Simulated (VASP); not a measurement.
The system is CrInF3.

```
Cr In F
1.0
     3.97327    0.00000    0.00000
     0.00000    3.97327    0.00000
     0.00000    0.00000    3.97327
Cr In F
1 1 3
Direct
  0.00000 0.00000 0.00000
  0.50000 0.50000 0.50000
  0.50000 0.00000 0.00000
  0.00000 0.00000 0.50000
  0.00000 0.50000 0.00000
```

| Quantity | Value |
| --- | --- |
| Program | VASP 6.6.1 |
| Task | relaxation of cell and atoms |
| Functional | PBE |
| Potentials or basis | VASP PAW PBE potentials, release 64 (Cr_pv, In_d, F) |
| Cutoff | 600 eV |
| k mesh | 4 × 4 × 4 |
| Occupations | gaussian, width 0.1 eV |
| Spin | collinear spin, ferromagnetic start |
| Starting moments | [3.0, 0.0, 0.0, 0.0, 0.0] μB |

At the start: pressure 21.3 GPa; volume 12.55 Å³/atom.

Where does the relaxation end?

Over 3 steps the energy falls by 150.7 meV/atom and the volume is 15.22 Å³/atom (+21.4 %); space group Pm-3m (No. 221, to 0.05 Å); moment 4.00 μB per cell.

Step by step:
```
step  energy change (eV)  largest force (eV/Å)  pressure (GPa)  volume (Å³)
   1              0.0000                0.0000           21.34        62.73
   2             -0.7326                0.0000           -2.35        79.15
   3             -0.7533                0.0000            0.21        76.12
```

Final structure:
```yaml
crystal:
  lattice:
    - [4.23803, 0.00000, 0.00000]
    - [0.00000, 4.23803, 0.00000]
    - [0.00000, 0.00000, 4.23803]
  atoms:
    - { symbol: Cr, position: [0.00000, 0.00000, 0.00000] }
    - { symbol: In, position: [0.50000, 0.50000, 0.50000] }
    - { symbol: F, position: [0.50000, 0.00000, 0.00000] }
    - { symbol: F, position: [0.00000, 0.00000, 0.50000] }
    - { symbol: F, position: [0.00000, 0.50000, 0.00000] }
```

Caveat: the k points lie up to 0.37 Å⁻¹ apart in the final cell; the volume moved by over 15 % at a fixed basis, so the end points are rough; a cell with one magnetic atom can't hold antiferromagnetic order, which such compounds often take.
